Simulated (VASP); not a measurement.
Crystal: Ga2SiS.

```
Ga Si S
1.0
     2.58675   -2.66289    0.00000
     2.58675    2.66289    0.00000
     0.00000    0.00000    5.29718
Ga Si S
2 1 1
Cartesian
  0.0000 0.0000 2.6486
  2.5867 0.0000 2.6486
  0.0000 0.0000 0.0000
  2.5867 0.0000 0.0000
```

The cell was generated, and may not be a known phase.

| Item | Value |
| --- | --- |
| Program | VASP 6.6.1 |
| Task | relaxation of cell and atoms |
| Functional | PBE |
| Potentials or basis | VASP PAW PBE potentials, release 64 (Ga_d, Si, S) |
| Cutoff | 600 eV |
| k mesh | 6 × 6 × 4 |
| Occupations | gaussian, width 0.1 eV |
| Spin | no spin polarisation |

At the start: pressure 0.1 GPa; volume 18.24 Å³/atom.

**Question.** How do energy, volume and symmetry change on relaxing?

**Answer.** Over 3 steps the energy falls by 3.8 meV/atom and the volume is 18.28 Å³/atom (+0.2 %); space group Cmmm (No. 65, to 0.1 Å) before, P4/mmm (No. 123, to 0.1 Å).

Step by step:
| step | energy change (eV) | largest force (eV/Å) | pressure (GPa) | volume (Å³) |
| --- | --- | --- | --- | --- |
| 1 | 0.0000 | 0.0000 | 0.10 | 72.98 |
| 2 | -0.0146 | 0.0000 | -0.12 | 73.09 |
| 3 | -0.0151 | 0.0000 | -0.08 | 73.11 |

Final structure:
```cif
data_structure
_symmetry_space_group_name_H-M 'P 1'
_symmetry_Int_Tables_number 1
_cell_length_a 3.7044
_cell_length_b 3.7044
_cell_length_c 5.3281
_cell_angle_alpha 90.000
_cell_angle_beta 90.000
_cell_angle_gamma 90.016
_cell_volume 73.11
loop_
_atom_site_label
_atom_site_type_symbol
_atom_site_fract_x
_atom_site_fract_y
_atom_site_fract_z
_atom_site_occupancy
Ga1 Ga 0.00000 0.00000 0.50000 1
Ga2 Ga 0.50000 0.50000 0.50000 1
Si1 Si 0.00000 0.00000 0.00000 1
S1 S 0.50000 0.50000 0.00000 1
```
